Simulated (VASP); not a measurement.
# Ge (I4_1/amd) in VASP: further runs, part 2 of 2

VASP 6.6.1. Earlier steps stand in the parts before.

### 3 Single point, PBE

This run uses another cell than the first one, of 19.29 Å³/atom.

Input file INCAR:

```
ALGO = Normal
EDIFF = 1E-6
ENCUT = 520
GGA = PE
ISIF = 2
ISMEAR = 0
LASPH = True
LCHARG = True
LELF = True
LREAL = False
LVHAR = True
LWAVE = False
NBANDS = 21
NELM = 60
PREC = Accurate
SIGMA = 0.1
```

Input file KPOINTS:

```
k-points
0
Gamma
  16 16 16
```

Input file POSCAR:

```
Ge
1.0
   -2.6033023731      2.6033023731      1.4232411768
    2.6033023731     -2.6033023731      1.4232411768
    2.6033023731      2.6033023731     -1.4232411768
Ge
2
Direct
    0.2500000000      0.7500000000      0.5000000000
    0.5000000000      0.5000000000      0.0000000000
```

Potentials or basis: VASP PAW PBE potentials, release 64 (Ge_d).

Started as:

```sh
$ cat potpaw_PBE.64/Ge_d/POTCAR > POTCAR
$ mpirun -np 1 vasp_std > vasp.out
```

Wall time 3.1 min (1 thread of Intel Xeon Platinum 8259CL at 2.50GHz (Skylake/Cascade Lake), shared host); peak memory 0.34 GiB.

The run converged. Its results:

* Free energy: -8.5793 eV
* Pressure: -0.1 GPa
* Band gap on the k mesh: zero (bands 14 and 15 overlap by 5.08 eV)

Levels at points of the mesh, in eV from the Fermi level:
| k point | band 10 | band 11 | band 12 | band 13 | band 14 | band 15 | band 16 | band 17 | band 18 | band 19 |
| --- | --- | --- | --- | --- | --- | --- | --- | --- | --- | --- |
| (0.00, 0.00, 0.00) | -24.46 | -12.99 | -4.15 | -2.22 | -2.22 | 3.38 | 7.37 | 7.37 | 7.69 | 7.88 |
| (0.50, 0.00, 0.00) | -24.51 | -8.03 | -6.28 | -2.69 | -1.91 | -1.33 | 2.51 | 3.42 | 5.29 | 8.67 |
| (0.50, 0.50, 0.00) | -24.54 | -10.33 | -10.33 | 0.63 | 0.63 | 1.86 | 1.86 | 7.13 | 7.13 | 11.02 |
| (0.50, 0.50, 0.50) | -24.58 | -8.75 | -8.75 | -5.67 | -5.67 | 5.81 | 5.81 | 10.62 | 10.62 | 14.94 |

### 4 Single point, PBE

This run uses another cell than the first one, of 19.34 Å³/atom.

Input file INCAR:

```
SYSTEM = Ge
PREC = Accurate
ENCUT = 520
EDIFF = 1E-7
ISMEAR = -1
SIGMA = 0.15
LREAL = .False.
LASPH = .True.
NELM = 60
ALGO = Normal
ISIF = 2
LWAVE = .False.
LCHARG = .False.
GGA = PE
NBANDS = 21
```

Input file KPOINTS:

```
regular mesh
0
Gamma
  16 16 16
  0 0 0
```

Input file POSCAR:

```
Ge
1.0
   -2.6060753242      2.6060753242      1.4237806129
    2.6060753242     -2.6060753242      1.4237806129
    2.6060753242      2.6060753242     -1.4237806129
Ge
2
Direct
    0.2500000000      0.7500000000      0.5000000000
    0.5000000000      0.5000000000      0.0000000000
```

Potentials or basis: VASP PAW PBE potentials, release 64 (Ge_d).

Started as:

```sh
$ cat potpaw_PBE.64/Ge_d/POTCAR > POTCAR
$ mpirun -np 1 vasp_std > vasp.out
```

OUTCAR:

```text
SYSTEM = Ge
   PREC = Accurate
   ENCUT = 520
   EDIFF = 1E-7
   ISMEAR = -1
   LREAL = .False.
   LASPH = .True.
   NELM = 60
   ISIF = 2
   GGA = PE

 ion  position               nearest neighbor table
   1  0.250  0.750  0.500-   2 2.70   2 2.70   2 2.70   2 2.70
   2  0.500  0.500  0.000-   1 2.70   1 2.70   1 2.70   1 2.70

  LATTYP: Found a body centered tetragonal cell.
 ALAT       =     5.2121506484
 C/A-ratio  =     0.5463313357

  Lattice vectors:

[... 762 lines left out ...]

 [... further k-points ...]

------------------------ aborting loop because EDIFF is reached ----------------------------------------

  FORCE on cell =-STRESS in cart. coord.  units (eV):
  Direction    XX          YY          ZZ          XY          YZ          ZX
  --------------------------------------------------------------------------------------
  -------------------------------------------------------------------------------------
  Total        0.0037980      0.0037980      0.0034900      0.0000000      0.0000000      0.0000000
  in kB        0.1573204      0.1573204      0.1445627      0.0000000      0.0000000      0.0000000
  external PRESSURE =       0.1530678 kB  Pullay stress =       0.0000000 kB

 VOLUME and BASIS-vectors are now :
 -----------------------------------------------------------------------------
  energy-cutoff  :      520.00
  volume of cell :       38.68
      direct lattice vectors                 reciprocal lattice vectors
    -2.606075324  2.606075324  1.423780613     0.000000000  0.191859382  0.351177699
     2.606075324 -2.606075324  1.423780613     0.191859382  0.000000000  0.351177699
     2.606075324  2.606075324 -1.423780613     0.191859382  0.191859382  0.000000000

 POSITION                                       TOTAL-FORCE (eV/Angst)
 -----------------------------------------------------------------------------------
      2.60608      0.00000      0.71189         0.000000     -0.000000     -0.000000
      0.00000      0.00000      1.42378        -0.000000      0.000000      0.000000
 -----------------------------------------------------------------------------------
    total drift:                                0.000000     -0.000000      0.000000

  FREE ENERGIE OF THE ION-ELECTRON SYSTEM (eV)
  ---------------------------------------------------
  free  energy   TOTEN  =        -8.6062411249 eV

  energy  without entropy=       -8.5464476228  energy(sigma->0) =       -8.57634437
```

OSZICAR:

```text
N       E                     dE             d eps       ncg     rms          rms(c)
DAV:   1     0.179401571783E+03    0.17940E+03   -0.14192E+04 16539   0.379E+03
DAV:   2     0.160667867613E+02   -0.16333E+03   -0.15835E+03 14733   0.604E+02
DAV:   3    -0.792179870920E+01   -0.23989E+02   -0.23795E+02 16686   0.134E+02
DAV:   4    -0.861127155523E+01   -0.68947E+00   -0.68896E+00 16506   0.264E+01
DAV:   5    -0.862167482281E+01   -0.10403E-01   -0.10403E-01 16523   0.360E+00    0.196E+00
DAV:   6    -0.861050369871E+01    0.11171E-01   -0.18099E-02 19899   0.223E+00    0.111E+00
DAV:   7    -0.860636349960E+01    0.41402E-02   -0.12859E-02 19820   0.166E+00    0.109E-01
DAV:   8    -0.860623692627E+01    0.12657E-03   -0.19553E-03 18196   0.778E-01    0.387E-02
DAV:   9    -0.860624210188E+01   -0.51756E-05   -0.54383E-05 18406   0.100E-01    0.111E-02
DAV:  10    -0.860624146656E+01    0.63531E-06   -0.39462E-06 19171   0.275E-02    0.176E-03
DAV:  11    -0.860624118260E+01    0.28396E-06   -0.13821E-07 13535   0.520E-03    0.377E-04
DAV:  12    -0.860624112491E+01    0.57686E-07   -0.43237E-08  9249   0.387E-03
   1 F= -.86062411E+01 E0= -.85763444E+01  d E =-.597935E-01
```

stdout:

```text
POSCAR found type information on POSCAR Ge
 POSCAR found :  1 types and       2 ions
 scaLAPACK will be used
 LDA part: xc-table for (Slater+PW92), standard interpolation
 POSCAR, INCAR and KPOINTS ok, starting setup
 FFT: planning ... GRIDC
 FFT: planning ... GRID_SOFT
 FFT: planning ... GRID
 WAVECAR not read
 entering main loop
```

Wall time 3.7 min (1 thread of Intel Xeon Platinum 8259CL at 2.50GHz (Skylake/Cascade Lake), shared host); peak memory 0.34 GiB.

What came out:

```
Free energy            : -8.6062 eV
Pressure               : 0.0 GPa
Band gap on the k mesh : zero (bands 14 and 15 overlap by 5.06 eV)
```

### 5 Relaxation of cell and atoms, PBE

This run uses another cell than the first one, of 19.29 Å³/atom.

Input file INCAR:

```
SYSTEM = Ge
ALGO = Normal
EDIFF = 1E-7
EDIFFG = -0.001
ENCUT = 600
GGA = PE
IBRION = 2
ISIF = 3
ISMEAR = -1
LASPH = .True.
LCHARG = .False.
LREAL = .False.
LWAVE = .False.
NELM = 100
NSW = 80
PREC = Accurate
SIGMA = 0.15
```

Input file KPOINTS:

```
k-points
0
Gamma
  16 16 16
  0 0 0
```

Input file POSCAR:

```
Ge
1.0
   -2.6033023731      2.6033023731      1.4232411768
    2.6033023731     -2.6033023731      1.4232411768
    2.6033023731      2.6033023731     -1.4232411768
Ge
2
Direct
    0.2500000000      0.7500000000      0.5000000000
    0.5000000000      0.5000000000      0.0000000000
```

Started as:

```sh
$ cat potpaw_PBE.64/Ge_d/POTCAR > POTCAR
$ mpirun -np 1 vasp_std > vasp.out
```

It took 18 min on 1 thread of Intel Xeon Platinum 8259CL at 2.50GHz (Skylake/Cascade Lake), shared host; peak memory 0.38 GiB.

The run converged. Its results:

- Free energy: -8.6064 eV
- Relaxed volume: 19.35 Å³/atom
- Relaxed cell: a = 3.952 Å, b = 3.952 Å, c = 3.952 Å, α = 97.46°, β = 97.46°, γ = 137.76°
- Space group after relaxing (to 0.1 Å): I4_1/amd (No. 141)
- Energy gained by relaxing: 0.0 meV/atom
- Ionic steps: 17
- Pressure after relaxing: 0.0 GPa
- Band gap on the k mesh: zero (bands 14 and 15 overlap by 5.05 eV)

Final structure:
```cif
data_structure
_symmetry_space_group_name_H-M 'P 1'
_symmetry_Int_Tables_number 1
_cell_length_a 3.9521
_cell_length_b 3.9521
_cell_length_c 3.9521
_cell_angle_alpha 97.460
_cell_angle_beta 97.460
_cell_angle_gamma 137.759
_cell_volume 38.71
loop_
_atom_site_label
_atom_site_type_symbol
_atom_site_fract_x
_atom_site_fract_y
_atom_site_fract_z
_atom_site_occupancy
Ge1 Ge 0.25000 0.75000 0.50000 1
Ge2 Ge 0.50000 0.50000 0.00000 1
```

Levels at points of the mesh, in eV from the Fermi level:
| k point | band 11 | band 12 | band 13 | band 14 | band 15 | band 16 | band 17 | band 18 |
| --- | --- | --- | --- | --- | --- | --- | --- | --- |
| (0.00, 0.00, 0.00) | -12.93 | -4.14 | -2.19 | -2.19 | 3.41 | 7.37 | 7.37 | 7.70 |
| (0.50, 0.00, 0.00) | -7.99 | -6.24 | -2.66 | -1.88 | -1.29 | 2.54 | 3.43 | 5.30 |
| (0.50, 0.50, 0.00) | -10.28 | -10.28 | 0.66 | 0.66 | 1.88 | 1.88 | 7.16 | 7.16 |
| (0.50, 0.50, 0.50) | -8.71 | -8.71 | -5.62 | -5.62 | 5.85 | 5.85 | 10.60 | 10.60 |

### 6 The runs side by side

```tsv
task	cell	k mesh	cutoff (eV)	smearing	gap on the mesh (eV)	pressure (GPa)
single point	a = 3.900 Å, angles 97.4, 97.4, 138.0°, 2 atoms	8 × 8 × 8	520	gaussian 0.1 eV	none	2.9
single point	a = 3.947 Å, angles 97.5, 97.5, 137.7°, 2 atoms	16 × 16 × 16	520	gaussian 0.1 eV	none	-0.1
single point	a = 3.951 Å, angles 97.5, 97.5, 137.8°, 2 atoms	16 × 16 × 16	520	fermi-dirac 0.15 eV	none	0.0
relaxation of cell and atoms	relaxed from a = 3.947 Å, angles 97.5, 97.5, 137.7°, 2 atoms	16 × 16 × 16	600	fermi-dirac 0.15 eV	none	0.0
```

Alike in all rows: level PBE; potentials or basis VASP PAW PBE potentials, release 64 (Ge_d); no spin polarisation.

Absolute energies hang on the potentials; compare differences alone.
